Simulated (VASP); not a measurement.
# SnO2 (P1) in VASP: single point with PBE

Aim: the single point of SnO2 with PBE.

Program: VASP 6.6.1. These are calculated values, not measurements. Logs are shortened: lines on timing, memory, paths and dates and some standing lists are left out, and cuts for length are marked.

## (1) The cell of the first run

The typed cell holds 6 atoms: a = 4.919 Å, b = 4.982 Å, c = 3.168 Å, α = 93.33°, β = 90.85°, γ = 92.96°.

## (2) Single point, PBE (atoms moved at random and the cell strained at random)

INCAR

```
  PREC = Accurate
  ENCUT = 520
  EDIFF = 1E-7
  ISMEAR = 0
  SIGMA = 0.05
  LREAL = F
  LASPH = T
  NELM = 100
  ALGO = Normal
  ISIF = 2
  LWAVE = F
  LCHARG = F
  GGA = PE
  NBANDS = 35
```

KPOINTS

```
Automatic mesh
0
Gamma
  6 6 8
```

POSCAR

```
SnO2
1.0
    4.9175002821     -0.1283019466     -0.0376618494
   -0.1283019466      4.9781707822     -0.1412679671
   -0.0253318241     -0.0950185758      3.1664535766
Sn O
2 4
Direct
   -0.0359898211     -0.0520098561     -0.0818993961
    0.4483155627      0.5576539028      0.4951509896
    0.4659863506      0.2454240405      0.0337442170
    0.2124822911      0.7423382741      0.5895192258
    0.6515638155      0.7918264730     -0.0668319109
    0.7576418013      0.2147671657      0.5303168747
```

Potentials or basis: VASP PAW PBE potentials, release 64 (Sn_d, O).

The run is started by

```console
cat potpaw_PBE.64/Sn_d/POTCAR potpaw_PBE.64/O/POTCAR > POTCAR
mpirun -np 1 vasp_std > vasp.out
```

OUTCAR:

```text
PREC = Accurate
   ENCUT = 520
   EDIFF = 1E-7
   ISMEAR = 0
   LREAL = F
   LASPH = T
   NELM = 100
   ISIF = 2
   GGA = PE

 ion  position               nearest neighbor table
   1  0.964  0.948  0.918-   5 1.69   4 1.92   6 2.14   6 2.54   4 2.72   3 2.82   2 3.33   2 3.39
                             2 3.68   2 3.69
   2  0.448  0.558  0.495-   4 1.54   5 1.98   3 2.08   6 2.35   3 2.38   5 2.39   1 3.33   1 3.39
                             1 3.68   1 3.69
   3  0.466  0.245  0.034-   2 2.08   2 2.38   1 2.82
   4  0.212  0.742  0.590-   2 1.54   1 1.92   1 2.72
   5  0.652  0.792  0.933-   1 1.69   2 1.98   2 2.39
   6  0.758  0.215  0.530-   1 2.14   2 2.35   1 2.54

  LATTYP: Found a triclinic cell.
 ALAT       =     3.1679801899
 B/A-ratio  =     2.5502126177
 C/A-ratio  =     1.5725563017
 COS(alpha) =     0.0141586270
 COS(beta)  =     0.0581084694
 COS(gamma) =     0.7932985426

  Lattice vectors:

 A1 = (  -0.0253318241,  -0.0950185758,   3.1664535766)
 A2 = (  -4.9681639303,  -0.0617352050,   6.3705690026)
 A3 = (   0.1283019466,  -4.9781707822,   0.1412679671)

Analysis of symmetry for initial positions (statically):
=====================================================================
 Subroutine PRICEL returns:
 Original cell was already a primitive cell.

 Routine SETGRP: Setting up the symmetry group for a
 triclinic supercell.

 Subroutine GETGRP returns: Found  1 space group operations
 (whereof  1 operations were pure point group operations)
 out of a pool of  2 trial point group operations.

The static configuration has the point symmetry C_1 .

Analysis of symmetry for dynamics (positions and initial velocities):
=====================================================================
 Subroutine PRICEL returns:
 Original cell was already a primitive cell.

 Routine SETGRP: Setting up the symmetry group for a
 triclinic supercell.

 Subroutine GETGRP returns: Found  1 space group operations
 (whereof  1 operations were pure point group operations)
 out of a pool of  2 trial point group operations.

The dynamic configuration has the point symmetry C_1 .

 Subroutine INISYM returns: Found  1 space group operations
 (whereof  1 operations are pure point group operations),
 and found     1 'primitive' translations

----------------------------------------------------------------------------------------

                                     Primitive cell

  volume of cell :      77.3915

  direct lattice vectors                    reciprocal lattice vectors
     4.917500282 -0.128301947 -0.037661849     0.203507207  0.005295683  0.001786982
    -0.128301947  4.978170782 -0.141267967     0.005295683  0.201186005  0.006079532
    -0.025331824 -0.095018576  3.166453577     0.002656779  0.009038687  0.316103211

  length of vectors
     4.919317923  4.981827211  3.167980190     0.203583941  0.201347494  0.316243572

  position of ions in fractional coordinates (direct lattice)
     0.964010179  0.947990144  0.918100604
     0.448315563  0.557653903  0.495150990
     0.465986351  0.245424040  0.033744217
     0.212482291  0.742338274  0.589519226
     0.651563815  0.791826473  0.933168089
     0.757641801  0.214767166  0.530316875

  ion indices of the primitive-cell ions
   primitive index   ion index
                 1           1
                 2           2
                 3           3
                 4           4
                 5           5
                 6           6

----------------------------------------------------------------------------------------

 KPOINTS: Automatic mesh

Automatic generation of k-mesh.
 Grid dimensions read from file:
 generate k-points for:    6    6    8

 Generating k-lattice:

  Cartesian coordinates                     Fractional coordinates (reciprocal lattice)
     0.033917868  0.000882614  0.000297830     0.166666667  0.000000000  0.000000000
     0.000882614  0.033531001  0.001013255     0.000000000  0.166666667 -0.000000000
     0.000332097  0.001129836  0.039512901    -0.000000000  0.000000000  0.125000000

  Length of vectors
     0.033930657  0.033557916  0.039530446

  Shift w.r.t. Gamma in fractional coordinates (k-lattice)
     0.000000000  0.000000000  0.000000000

 Subroutine IBZKPT returns following result:
 ===========================================

 Found    148 irreducible k-points:

 Following reciprocal coordinates:
            Coordinates               Weight
  0.000000  0.000000  0.000000      1.000000
  0.166667 -0.000000 -0.000000      2.000000
  0.333333 -0.000000  0.000000      2.000000
  0.500000 -0.000000 -0.000000      1.000000
 -0.000000  0.166667 -0.000000      2.000000
  0.166667  0.166667  0.000000      2.000000
[... 16 lines left out ...]
  0.333333 -0.000000  0.125000      2.000000
  0.500000 -0.000000  0.125000      2.000000
 [... further k-points ...]
   k-points           NKPTS =    148   k-points in BZ     NKDIM =    148   number of bands    NBANDS=     35
   number of dos      NEDOS =    301   number of ions     NIONS =      6
   total plane-waves  NPLWV =  38400
   dimension x,y,z NGX =    40 NGY =   40 NGZ =   24
   dimension x,y,z NGXF=    80 NGYF=   80 NGZF=   48
   ions per type =               2   4
   NGX,Y,Z   is equivalent  to a cutoff of  13.52, 13.35, 12.59 a.u.
   NGXF,Y,Z  is equivalent  to a cutoff of  27.04, 26.70, 25.19 a.u.
 SYSTEM =  unknown system
   PREC   = accura    normal or accurate (medium, high low for compatibility)
   ISTART =      0    job   : 0-new  1-cont  2-samecut
   ICHARG =      2    charge: 1-file 2-atom 10-const
   ISPIN  =      1    spin polarized calculation?
   LNONCOLLINEAR =      F non collinear calculations
   LSORBIT =      F    spin-orbit coupling
   LASPH  =      T    aspherical Exc in radial PAW
   ENCUT  =  520.0 eV  38.22 Ry    6.18 a.u.   9.15  9.26  5.89*2*pi/ulx,y,z
   NELM   =    100;   NELMIN=  2; NELMDL= -5     # of ELM steps
   EDIFF  = 0.1E-06   stopping-criterion for ELM
   LREAL  =      F    real-space projection
   EDIFFG = 0.1E-05   stopping-criterion for IOM
   NSW    =      0    number of steps for IOM
   IBRION =     -1    ionic relax: 0-MD 1-quasi-New 2-CG
   NFREE  =      0    steps in history (QN), initial steepest desc. (CG)
   ISIF   =      2    stress and relaxation
   ISYM   =      2    0-nonsym 1-usesym 2-fastsym
   POTIM  = 0.5000    time-step for ionic-motion
   TEBEG  =    0.0;   TEEND  =   0.0 temperature during run
   PSTRESS=    0.0 pullay stress
   NELECT =      52.0000    total number of electrons
   NUPDOWN=      -1.0000    fix difference up-down
   EMIN   =  10.00;   EMAX   =-10.00  energy-range for DOS
   EFERMI =   0.00;   METHOD = LEGACY
   ISMEAR =     0;   SIGMA  =   0.05  broadening in eV -4-tet -1-fermi 0-gaus
   EFERMI_NEDOS =   21; number of points for ismear=-14 and -15
   IALGO  =     38    algorithm
   IMIX   =      4    mixing-type and parameters
     AMIX     =   0.40;   BMIX     =  1.00
     AMIX_MAG =   1.60;   BMIX_MAG =  1.00
  volume/ion in A,a.u.               =      12.90        87.04
  Fermi-wavevector in a.u.,A,eV,Ry     =   1.433876  2.709633 27.973579  2.056000
  Thomas-Fermi vector in A             =   2.553346
   LORBIT       =      0    0 simple, 1 ext, 2 COOP (PROOUT), +10 PAW based schemes
   GGA     = PE    functional components
   LHFCALC =     F    Hartree Fock is set to
   AEXX    =    0.0000 exact exchange contribution
   IVDW    =     0    specifies the selected vdW correction
   LEPSILON=     F    determine dielectric tensor
   LRPA    =     F    only Hartree local field effects (RPA)
 non-spin polarized calculation
 Gauss-broadening in eV      SIGMA  =   0.05
  energy-cutoff  :      520.00
  volume of cell :       77.39
 maximum number of plane-waves:      2102
 NGX is ok and might be reduce to    40
   NGX = 19   NGY = 19   NGZ = 11

 number of electron      51.9999999 magnetization

 Free energy of the ion-electron system (eV)
  ---------------------------------------------------
  ext. energy  EPLUGINS =         0.00000000
  ---------------------------------------------------
  free energy    TOTEN  =       -26.09379485 eV

  energy without entropy =      -26.09202404  energy(sigma->0) =      -26.09290945

 E-fermi :   6.6931     XC(G=0): -10.8241

 val. band max:        6.6798966529   @ k =  -0.3333  -0.1667   0.3750
 cond. band min:       6.6977692175   @ k =   0.5000   0.5000   0.5000
 fundamental gap:      0.0178725647
 Fermi energy:         6.6930773619

 k-point     1 :       0.0000    0.0000    0.0000
  band No.  band energies     occupation
      1     -18.2769      2.00000
      2     -16.6330      2.00000
      3     -15.1644      2.00000
      4     -15.0591      2.00000
      5     -14.9544      2.00000
      6     -14.9293      2.00000
[... 27 lines left out ...]
     34      16.3013      0.00000
     35      17.9163      0.00000

 k-point     2 :       0.1667   -0.0000   -0.0000
  band No.  band energies     occupation
      1     -18.2738      2.00000
      2     -16.6409      2.00000
      3     -15.1601      2.00000
      4     -15.0609      2.00000
      5     -14.9599      2.00000
      6     -14.9309      2.00000
[... 27 lines left out ...]
     34      16.4173      0.00000
     35      17.9079      0.00000

 k-point     3 :       0.3333   -0.0000    0.0000
  band No.  band energies     occupation
      1     -18.2675      2.00000
      2     -16.6569      2.00000
      3     -15.1492      2.00000
      4     -15.0654      2.00000
      5     -14.9722      2.00000
      6     -14.9283      2.00000
[... 27 lines left out ...]
     34      16.7103      0.00000
     35      18.1244      0.00000
[... 723 lines left out ...]
 k-point    23 :       0.3333   -0.0000    0.1250
  band No.  band energies     occupation
      1     -18.2629      2.00000
      2     -16.6527      2.00000
      3     -15.1431      2.00000
      4     -15.0591      2.00000
      5     -14.9844      2.00000
      6     -14.9613      2.00000
[... 27 lines left out ...]
     34      16.5281      0.00000
     35      18.2281      0.00000

 k-point    24 :       0.5000   -0.0000    0.1250
  band No.  band energies     occupation
      1     -18.2593      2.00000
      2     -16.6629      2.00000
      3     -15.1333      2.00000
      4     -15.0644      2.00000
      5     -14.9903      2.00000
      6     -14.9550      2.00000
[... 27 lines left out ...]
     34      16.7174      0.00000
     35      18.3588      0.00000

 [... further k-points ...]
[... 5 lines left out ...]
  --------------------------------------------------------------------------------------
  -------------------------------------------------------------------------------------
  Total       41.7948089     16.2150543      9.8278092     -8.3477307      6.0571159     -4.3936861
  in kB      865.2463644    335.6880234    203.4577119   -172.8167640    125.3958961    -90.9591645
  external PRESSURE =     468.1306999 kB  Pullay stress =       0.0000000 kB

 VOLUME and BASIS-vectors are now :
 -----------------------------------------------------------------------------
  energy-cutoff  :      520.00
  volume of cell :       77.39
      direct lattice vectors                 reciprocal lattice vectors
     4.917500282 -0.128301947 -0.037661849     0.203507207  0.005295683  0.001786982
    -0.128301947  4.978170782 -0.141267967     0.005295683  0.201186005  0.006079532
    -0.025331824 -0.095018576  3.166453577     0.002656779  0.009038687  0.316103211

 POSITION                                       TOTAL-FORCE (eV/Angst)
 -----------------------------------------------------------------------------------
      4.59563      4.50834      2.73690         7.338294     10.177598      1.395646
      2.12050      2.67153      1.47221        18.251620    -17.813085     -4.993616
      2.25914      1.15877      0.05463        -4.043521      2.635166     -0.730798
      0.93470      3.61221      1.75381       -17.999193     12.725536      2.155485
      3.07883      3.76958      2.81843        -7.926923     -6.340052      2.378885
      3.68471      0.92155      1.62035         4.379724     -1.385164     -0.205601
 -----------------------------------------------------------------------------------
    total drift:                               -0.000006      0.000514     -0.000216

  FREE ENERGIE OF THE ION-ELECTRON SYSTEM (eV)
  ---------------------------------------------------
  free  energy   TOTEN  =       -26.0937948511 eV

  energy  without entropy=      -26.0920240411  energy(sigma->0) =      -26.09290945
```

Run time: 4 min. Hardware: 1 thread of AMD EPYC 9R45 (Zen 5), shared host; peak memory 0.38 GiB.

Results:

```
Free energy            : -26.0938 eV
Pressure               : 46.8 GPa
Largest force          : 25.988 eV/Å
Band gap on the k mesh : zero (bands 26 and 27 overlap by 0.13 eV)
```

Forces in eV/Å, atoms in the order of the input:
```
Sn    7.338  10.178   1.396
Sn   18.252 -17.813  -4.994
O    -4.044   2.635  -0.731
O   -17.999  12.726   2.155
O    -7.927  -6.340   2.379
O     4.380  -1.385  -0.206
```

Caveat: the cell differs from its parent crystal (atoms moved at random and the cell strained at random); the cell stands under pressure; semilocal functionals underestimate gaps, so a narrow gap can read as zero; spin-orbit coupling is left out, which moves the levels of the heavy elements; forces of over 1 eV/Å act on the atoms, so gaps and moduli don't describe the material at rest.
